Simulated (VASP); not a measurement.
Runs of VASP 6.6.1 on HfO2. The structure is that of space group Fm-3m (No. 225), or close to it. The cells are those of the table. 

```tsv
task	level	potentials or basis	spin	cell	gap on the mesh (eV)	pressure (GPa)
single point	LDA	VASP PAW LDA potentials, release 64 (Hf_pv, O)	off	a = 3.536 Å, angles 60.0°, 3 atoms	3.70	-3.2
single point	LDA	VASP PAW LDA potentials, release 64 (Hf_pv, O)	off	a = 3.545 Å, angles 59.7°, 3 atoms	3.70	-3.2
single point	PBE	VASP PAW PBE potentials, release 64 (Hf_pv, O)	off	a = 3.536 Å, angles 60.0°, 3 atoms	3.91	11.7
single point	LDA	VASP PAW LDA potentials, release 64 (Hf_pv, O)	off	a = 3.527 Å, angles 60.3°, 3 atoms	3.70	-3.2
single point	LDA	VASP PAW LDA potentials, release 64 (Hf_pv, O)	off	a = 3.519 Å, angles 60.0°, 3 atoms	3.74	1.1
single point	LDA	VASP PAW LDA potentials, release 64 (Hf_pv, O)	non-collinear, zero start, SOC	a = 3.536 Å, angles 60.0°, 3 atoms	-	(a)
relaxation of the atoms	LDA	VASP PAW LDA potentials, release 64 (Hf_pv, O)	off	atoms relaxed from a = 3.545 Å, angles 59.7°, 3 atoms	3.70	-3.2
single point	LDA	VASP PAW LDA potentials, release 64 (Hf_pv, O)	off	a = 3.545, b = 3.545, c = 3.536 Å, angles 60.1, 60.1, 59.8°, 3 atoms	3.67	(c)
single point	LDA	VASP PAW LDA potentials, release 64 (Hf_pv, O)	off	a = 3.554 Å, angles 60.0°, 3 atoms	(b)	(d)
single point	LDA	VASP PAW LDA potentials, release 64 (Hf_pv, O)	off	a = 3.527, b = 3.527, c = 3.536 Å, angles 59.9, 59.9, 60.2°, 3 atoms	3.68	-1.8
relaxation of the atoms	LDA	VASP PAW LDA potentials, release 64 (Hf_pv, O)	off	atoms relaxed from a = 3.527 Å, angles 60.3°, 3 atoms	3.70	-3.2
```

Alike in all rows: k mesh 8 × 8 × 8; cutoff (eV) 520; smearing gaussian 0.01 eV.

Problem. Estimate the missing entries.

Solution. (a) -3.1; (b) 3.66; (c) -4.6; (d) -7.2.

Caveats: spin-orbit coupling is left out, which moves the levels of the heavy elements (some runs).

A k mesh can miss the band edges, and rows without SOC leave out spin-orbit coupling on Hf.
